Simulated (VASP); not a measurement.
# ZnAu (P4/mmm) in VASP: further runs

ZnAu is run at these levels: PBE; tasks: single point.

Everything below comes from runs of VASP 6.6.1. Logs are shortened: lines on timing, memory, paths and dates and some standing lists are left out, and cuts for length are marked.

## (1) The cell of the first run

It takes space group P4/mmm (No. 123, tetragonal). The conventional cell has a = 2.804 Å, b = 2.804 Å, c = 3.965 Å, α = 90.00°, β = 90.00°, γ = 90.00°. Within 3.7 Å of Zn (site symmetry 4/mmm) lie 8 Au at 2.80 Å and 4 Zn at 2.80 Å. Within 3.7 Å of Au (site symmetry 4/mmm) lie 8 Zn at 2.80 Å and 4 Au at 2.80 Å.

## (2) Single point, PBE

File INCAR:

```
ALGO = Fast ; EDIFF = 1E-6
ENCUT = 520 ; GGA = PE
ISIF = 2 ; ISMEAR = 0
LASPH = True ; LCHARG = False
LREAL = False ; LWAVE = False
NBANDS = 18 ; NELM = 100
PREC = Accurate ; SIGMA = 0.15
```

File KPOINTS:

```
k-points
0
Gamma
  16 16 16
```

File POSCAR:

```
ZnAu
1.0
    2.8037994083      0.0000000000      0.0000000000
    0.0000000000      2.8037994083      0.0000000000
    0.0000000000      0.0000000000      3.9645723634
Zn Au
1 1
Direct
    0.5000000000      0.5000000000      0.5000000000
    0.0000000000      0.0000000000      0.0000000000
```

Potentials or basis: VASP PAW PBE potentials, release 64 (Zn, Au).

The run is started by

```sh
cat potpaw_PBE.64/Zn/POTCAR potpaw_PBE.64/Au/POTCAR > POTCAR
mpirun -np 1 vasp_std > vasp.out
```

OUTCAR:

```text
EDIFF = 1E-6
   ENCUT = 520
   GGA = PE
   ISIF = 2
   ISMEAR = 0
   LASPH = True
   LREAL = False
   NELM = 100
   PREC = Accurate

 ion  position               nearest neighbor table
   1  0.500  0.500  0.500-   2 2.80   2 2.80   2 2.80   2 2.80   2 2.80   2 2.80   2 2.80   2 2.80

   2  0.000  0.000  0.000-   1 2.80   1 2.80   1 2.80   1 2.80   1 2.80   1 2.80   1 2.80   1 2.80

  LATTYP: Found a simple tetragonal cell.
 ALAT       =     2.8037994083
 C/A-ratio  =     1.4140000000

  Lattice vectors:

 A1 = (   2.8037994083,   0.0000000000,   0.0000000000)
 A2 = (   0.0000000000,   2.8037994083,   0.0000000000)
 A3 = (   0.0000000000,   0.0000000000,   3.9645723634)

Analysis of symmetry for initial positions (statically):
=====================================================================
 Subroutine PRICEL returns:
 Original cell was already a primitive cell.

 Routine SETGRP: Setting up the symmetry group for a
 simple tetragonal supercell.

 Subroutine GETGRP returns: Found 16 space group operations
 (whereof 16 operations were pure point group operations)
 out of a pool of 16 trial point group operations.

The static configuration has the point symmetry D_4h.

Analysis of symmetry for dynamics (positions and initial velocities):
=====================================================================
 Subroutine PRICEL returns:
 Original cell was already a primitive cell.

 Routine SETGRP: Setting up the symmetry group for a
 simple tetragonal supercell.

 Subroutine GETGRP returns: Found 16 space group operations
 (whereof 16 operations were pure point group operations)
 out of a pool of 16 trial point group operations.

The dynamic configuration has the point symmetry D_4h.

 Subroutine INISYM returns: Found 16 space group operations
 (whereof 16 operations are pure point group operations),
 and found     1 'primitive' translations

----------------------------------------------------------------------------------------

                                     Primitive cell

  volume of cell :      31.1667

  direct lattice vectors                    reciprocal lattice vectors
     2.803799408  0.000000000  0.000000000     0.356658895  0.000000000  0.000000000
     0.000000000  2.803799408  0.000000000     0.000000000  0.356658895  0.000000000
     0.000000000  0.000000000  3.964572363     0.000000000  0.000000000  0.252234014

  length of vectors
     2.803799408  2.803799408  3.964572363     0.356658895  0.356658895  0.252234014

  position of ions in fractional coordinates (direct lattice)
     0.500000000  0.500000000  0.500000000
     0.000000000  0.000000000  0.000000000

  ion indices of the primitive-cell ions
   primitive index   ion index
                 1           1
                 2           2

----------------------------------------------------------------------------------------

 KPOINTS: k-points

Automatic generation of k-mesh.
 Grid dimensions read from file:
 generate k-points for:   16   16   16

 Generating k-lattice:

  Cartesian coordinates                     Fractional coordinates (reciprocal lattice)
     0.022291181  0.000000000  0.000000000     0.062500000  0.000000000  0.000000000
     0.000000000  0.022291181  0.000000000     0.000000000  0.062500000  0.000000000
     0.000000000  0.000000000  0.015764626     0.000000000  0.000000000  0.062500000

  Length of vectors
     0.022291181  0.022291181  0.015764626

  Shift w.r.t. Gamma in fractional coordinates (k-lattice)
     0.000000000  0.000000000  0.000000000

 Subroutine IBZKPT returns following result:
 ===========================================

 Found    405 irreducible k-points:

 Following reciprocal coordinates:
            Coordinates               Weight
  0.000000  0.000000  0.000000      1.000000
  0.062500  0.000000  0.000000      4.000000
  0.125000  0.000000  0.000000      4.000000
  0.187500  0.000000  0.000000      4.000000
  0.250000  0.000000  0.000000      4.000000
  0.312500  0.000000  0.000000      4.000000
[... 16 lines left out ...]
  0.437500  0.125000  0.000000      8.000000
  0.500000  0.125000  0.000000      4.000000
 [... further k-points ...]
   k-points           NKPTS =    405   k-points in BZ     NKDIM =    405   number of bands    NBANDS=     18
   number of dos      NEDOS =    301   number of ions     NIONS =      2
   total plane-waves  NPLWV =  17280
   dimension x,y,z NGX =    24 NGY =   24 NGZ =   30
   dimension x,y,z NGXF=    48 NGYF=   48 NGZF=   60
   ions per type =               1   1
   NGX,Y,Z   is equivalent  to a cutoff of  14.23, 14.23, 12.58 a.u.
   NGXF,Y,Z  is equivalent  to a cutoff of  28.46, 28.46, 25.16 a.u.
 SYSTEM =  unknown system
   PREC   = accura    normal or accurate (medium, high low for compatibility)
   ISTART =      0    job   : 0-new  1-cont  2-samecut
   ICHARG =      2    charge: 1-file 2-atom 10-const
   ISPIN  =      1    spin polarized calculation?
   LNONCOLLINEAR =      F non collinear calculations
   LSORBIT =      F    spin-orbit coupling
   LASPH  =      T    aspherical Exc in radial PAW
   ENCUT  =  520.0 eV  38.22 Ry    6.18 a.u.   5.21  5.21  7.37*2*pi/ulx,y,z
   NELM   =    100;   NELMIN=  2; NELMDL= -5     # of ELM steps
   EDIFF  = 0.1E-05   stopping-criterion for ELM
   LREAL  =      F    real-space projection
   EDIFFG = 0.1E-04   stopping-criterion for IOM
   NSW    =      0    number of steps for IOM
   IBRION =     -1    ionic relax: 0-MD 1-quasi-New 2-CG
   NFREE  =      0    steps in history (QN), initial steepest desc. (CG)
   ISIF   =      2    stress and relaxation
   ISYM   =      2    0-nonsym 1-usesym 2-fastsym
   POTIM  = 0.5000    time-step for ionic-motion
   TEBEG  =    0.0;   TEEND  =   0.0 temperature during run
   PSTRESS=    0.0 pullay stress
   NELECT =      23.0000    total number of electrons
   NUPDOWN=      -1.0000    fix difference up-down
   EMIN   =  10.00;   EMAX   =-10.00  energy-range for DOS
   EFERMI =   0.00;   METHOD = LEGACY
   ISMEAR =     0;   SIGMA  =   0.15  broadening in eV -4-tet -1-fermi 0-gaus
   EFERMI_NEDOS =   21; number of points for ismear=-14 and -15
   IALGO  =     68    algorithm
   IMIX   =      4    mixing-type and parameters
     AMIX     =   0.40;   BMIX     =  1.00
     AMIX_MAG =   1.60;   BMIX_MAG =  1.00
  volume/ion in A,a.u.               =      15.58       105.16
  Fermi-wavevector in a.u.,A,eV,Ry     =   1.479406  2.795672 29.778283  2.188642
  Thomas-Fermi vector in A             =   2.593568
   LORBIT       =      0    0 simple, 1 ext, 2 COOP (PROOUT), +10 PAW based schemes
   GGA     = PE    functional components
   LHFCALC =     F    Hartree Fock is set to
   AEXX    =    0.0000 exact exchange contribution
   IVDW    =     0    specifies the selected vdW correction
   LEPSILON=     F    determine dielectric tensor
   LRPA    =     F    only Hartree local field effects (RPA)
 non-spin polarized calculation
 RMM-DIIS sequential band-by-band and
 Gauss-broadening in eV      SIGMA  =   0.15
  energy-cutoff  :      520.00
  volume of cell :       31.17
 maximum number of plane-waves:       888
 NGX is ok and might be reduce to    24

 number of electron      23.0000014 magnetization

 Free energy of the ion-electron system (eV)
  ---------------------------------------------------
  ext. energy  EPLUGINS =         0.00000000
  ---------------------------------------------------
  free energy    TOTEN  =        -4.63721831 eV

  energy without entropy =       -4.63086198  energy(sigma->0) =       -4.63404015

 E-fermi :   7.1894     XC(G=0): -12.3738

 val. band max:        7.1663490559   @ k =   0.5000   0.3125   0.3125
 cond. band min:       7.1955506547   @ k =   0.5000   0.2500   0.4375
 fundamental gap:      0.0292015988
 Fermi energy:         7.1894404061

 k-point     1 :       0.0000    0.0000    0.0000
  band No.  band energies     occupation
      1      -3.5294      2.00000
      2      -1.1376      2.00000
      3      -1.0422      2.00000
      4      -0.3064      2.00000
      5      -0.3064      2.00000
      6      -0.0477      2.00000
[... 10 lines left out ...]
     17      22.1332      0.00000
     18      23.2527      0.00000

 k-point     2 :       0.0625    0.0000    0.0000
  band No.  band energies     occupation
      1      -3.4412      2.00000
      2      -1.1082      2.00000
      3      -1.0196      2.00000
      4      -0.3188      2.00000
      5      -0.3002      2.00000
      6      -0.0569      2.00000
[... 10 lines left out ...]
     17      22.8156      0.00000
     18      23.2335      0.00000

 k-point     3 :       0.1250    0.0000    0.0000
  band No.  band energies     occupation
      1      -3.1817      2.00000
      2      -1.0411      2.00000
      3      -0.9416      2.00000
      4      -0.3540      2.00000
      5      -0.2825      2.00000
      6      -0.0830      2.00000
[... 10 lines left out ...]
     17      22.9436      0.00000
     18      24.6872      0.00000

 k-point     4 :       0.1875    0.0000    0.0000
  band No.  band energies     occupation
      1      -2.7664      2.00000
      2      -0.9661      2.00000
      3      -0.8055      2.00000
      4      -0.4055      2.00000
      5      -0.2558      2.00000
      6      -0.1217      2.00000
[... 375 lines left out ...]
      4      -0.4637      2.00000
      5      -0.3322      2.00000
      6       0.0475      2.00000
[... 10 lines left out ...]
     17      18.1450      0.00000
     18      22.0032      0.00000

 k-point    23 :       0.4375    0.1250    0.0000
  band No.  band energies     occupation
      1      -0.6602      2.00000
      2      -0.6504      2.00000
      3      -0.5679      2.00000
      4      -0.4641      2.00000
      5      -0.3528      2.00000
      6       0.3787      2.00000
[... 10 lines left out ...]
     17      18.3011      0.00000
     18      20.8717      0.00000

 k-point    24 :       0.5000    0.1250    0.0000
  band No.  band energies     occupation
      1      -0.6610      2.00000
      2      -0.6026      2.00000
      3      -0.5510      2.00000
      4      -0.4608      2.00000
      5      -0.3614      2.00000
      6       0.5493      2.00000
[... 10 lines left out ...]
     17      18.6739      0.00000
     18      20.3024      0.00000

 [... further k-points ...]
[... 5 lines left out ...]
  --------------------------------------------------------------------------------------
  -------------------------------------------------------------------------------------
  Total        1.6397843      1.6397843      0.4757768      0.0000000     -0.0000000      0.0000000
  in kB       84.2960193     84.2960193     24.4581514      0.0000000     -0.0000000      0.0000000
  external PRESSURE =      64.3500633 kB  Pullay stress =       0.0000000 kB

 VOLUME and BASIS-vectors are now :
 -----------------------------------------------------------------------------
  energy-cutoff  :      520.00
  volume of cell :       31.17
      direct lattice vectors                 reciprocal lattice vectors
     2.803799408  0.000000000  0.000000000     0.356658895  0.000000000  0.000000000
     0.000000000  2.803799408  0.000000000     0.000000000  0.356658895  0.000000000
     0.000000000  0.000000000  3.964572363     0.000000000  0.000000000  0.252234014

 POSITION                                       TOTAL-FORCE (eV/Angst)
 -----------------------------------------------------------------------------------
      1.40190      1.40190      1.98229         0.000000      0.000000      0.000000
      0.00000      0.00000      0.00000         0.000000      0.000000      0.000000
 -----------------------------------------------------------------------------------
    total drift:                                0.000000      0.000000     -0.000000

  FREE ENERGIE OF THE ION-ELECTRON SYSTEM (eV)
  ---------------------------------------------------
  free  energy   TOTEN  =        -4.6372183074 eV

  energy  without entropy=       -4.6308619830  energy(sigma->0) =       -4.63404015
```

Wall time 5.5 min (1 thread of Oxide Virtual Turin-like, shared host); peak memory 0.31 GiB.

What came out:

```yaml
Free_energy: -4.6372 eV
Pressure: 6.4 GPa
```

Caveat: spin-orbit coupling is left out, which moves the levels of the heavy elements.

## (3) Single point, PBE

This run uses another cell than the first one, of the same volume but with other edges.

File INCAR:

```
ALGO = Fast
EDIFF = 1E-6
ENCUT = 520
GGA = PE
ISIF = 2
ISMEAR = 0
LASPH = T
LCHARG = F
LREAL = F
LWAVE = F
NBANDS = 18
NELM = 100
PREC = Accurate
SIGMA = 0.15
```

KPOINTS is that of step 2.

File POSCAR:

```
ZnAu
1.0
    3.3221846532      0.0000000000      0.0000000000
    0.0000000000      3.3221846532      0.0000000000
    0.0000000000      0.0000000000      2.8238569552
Zn Au
1 1
Direct
    0.5000000000      0.5000000000      0.5000000000
    0.0000000000      0.0000000000      0.0000000000
```

Potentials or basis: VASP PAW PBE potentials, release 64 (Zn, Au).

The run is started by

```sh
cat potpaw_PBE.64/Zn/POTCAR potpaw_PBE.64/Au/POTCAR > POTCAR
mpirun -np 1 vasp_std > vasp.out
```

Wall time 5.1 min (1 thread of Oxide Virtual Turin-like, shared host); peak memory 0.31 GiB.

It converged, with:

- Free energy: -4.6964 eV
- Pressure: 6.1 GPa

Stress tensor (GPa, compression positive):
```
4.30 0.00 0.00
0.00 4.30 0.00
0.00 0.00 9.61
```

Levels at points of the mesh, in eV from the Fermi level:
```
           k point  band 9  band 10  band 11  band 12  band 13  band 14  band 15  band 16
(0.00, 0.00, 0.00)   -3.98    -3.56    -3.56     3.43     3.43     7.53     8.62    11.06
(0.50, 0.00, 0.00)   -5.24    -4.20    -3.66    -3.10     9.05     9.11     9.56    12.24
(0.50, 0.50, 0.00)   -3.77    -3.63    -2.58    -2.58    -0.38     1.56    13.25    14.97
(0.00, 0.00, 0.50)   -5.44    -4.39    -4.16    -0.83     9.96    10.49    10.52    10.52
(0.50, 0.00, 0.50)   -4.10    -3.02    -1.79    -1.41     1.94     2.85     9.44    11.76
(0.50, 0.50, 0.50)   -3.48    -2.83     1.62     3.47     4.05     4.05     4.15     4.61
```

Caveat: spin-orbit coupling is left out, which moves the levels of the heavy elements.

## (4) Single point, PBE

This run uses another cell than the first one, of the same volume but with other edges.

File INCAR:

```
SYSTEM = ZnAu
PREC     = Accurate       ! precision mode
ENCUT    = 520            ! plane-wave cutoff, eV
EDIFF    = 1E-7           ! SCF threshold, eV
ISMEAR   = 0              ! smearing method
SIGMA    = 0.15           ! smearing width, eV
LREAL    = .FALSE.        ! projectors in reciprocal space
LASPH    = .TRUE.         ! aspherical terms in the spheres
NELM     = 60             ! most SCF steps
ALGO     = Fast           ! electronic algorithm
ISIF     = 2              ! what is computed and relaxed
LWAVE    = .FALSE.        ! write WAVECAR
LCHARG   = .TRUE.         ! write CHGCAR
GGA      = PE             ! functional
LELF     = .TRUE.         ! ELF
LVHAR    = .TRUE.       
NBANDS   = 18             ! bands
```

File KPOINTS:

```
Automatic mesh
0
G
  16 16 16
  0 0 0
```

File POSCAR:

```
ZnAu
1.0
    2.9614403829      0.0000000000      0.0000000000
    0.0000000000      2.9614403829      0.0000000000
    0.0000000000      0.0000000000      3.5537284595
Zn Au
1 1
Direct
    0.5000000000      0.5000000000      0.5000000000
    0.0000000000      0.0000000000      0.0000000000
```

The run is started by

```sh
cat potpaw_PBE.64/Zn/POTCAR potpaw_PBE.64/Au/POTCAR > POTCAR
mpirun -np 1 vasp_std > vasp.out
```

Wall time 5.6 min (1 thread of Oxide Virtual Turin-like, shared host); peak memory 0.31 GiB.

Results (log left out):

```yaml
Free_energy: -4.7154 eV
Pressure: 5.3 GPa
```

Stress tensor (GPa, compression positive):
```
5.93 0.00 0.00
0.00 5.93 0.00
0.00 0.00 3.90
```

Levels at points of the mesh, in eV from the Fermi level:
```csv
k point,band 9,band 10,band 11,band 12,band 13,band 14,band 15,band 16
"(0.00, 0.00, 0.00)",-3.78,-3.78,-3.45,1.80,6.81,6.92,6.92,13.10
"(0.50, 0.00, 0.00)",-4.89,-4.64,-3.92,-1.54,8.17,8.37,9.41,10.37
"(0.50, 0.50, 0.00)",-4.39,-2.61,-1.22,-1.22,2.39,3.30,8.29,10.66
"(0.00, 0.00, 0.50)",-4.48,-4.48,-3.79,-3.52,11.30,11.73,11.73,12.14
"(0.50, 0.00, 0.50)",-3.83,-3.46,-2.40,-2.09,0.63,1.95,12.04,13.94
"(0.50, 0.50, 0.50)",-3.58,-2.60,1.68,3.69,3.69,4.18,4.26,5.12
```

Caveat: spin-orbit coupling is left out, which moves the levels of the heavy elements.

## (5) Summary

```csv
cell,further INCAR settings,gap on the mesh (eV),pressure (GPa)
"a = 2.804, b = 2.804, c = 3.965 Å, 2 atoms",ALGO = Fast; EDIFF = 1e-06; NBANDS = 18,none,6.4
"a = 3.322, b = 3.322, c = 2.824 Å, 2 atoms",ALGO = Fast; EDIFF = 1e-06; NBANDS = 18,none,6.1
"a = 2.961, b = 2.961, c = 3.554 Å, 2 atoms",ALGO = Fast; EDIFF = 1e-07; NBANDS = 18,none,5.3
```

Alike in all rows: task single point; level PBE; potentials or basis VASP PAW PBE potentials, release 64 (Zn, Au); no spin polarisation; k mesh 16 × 16 × 16; cutoff (eV) 520; smearing gaussian 0.15 eV.

Caveats: spin-orbit coupling is left out, which moves the levels of the heavy elements.

Total energies depend on the potentials used, so only differences within one code and one set of settings carry meaning.
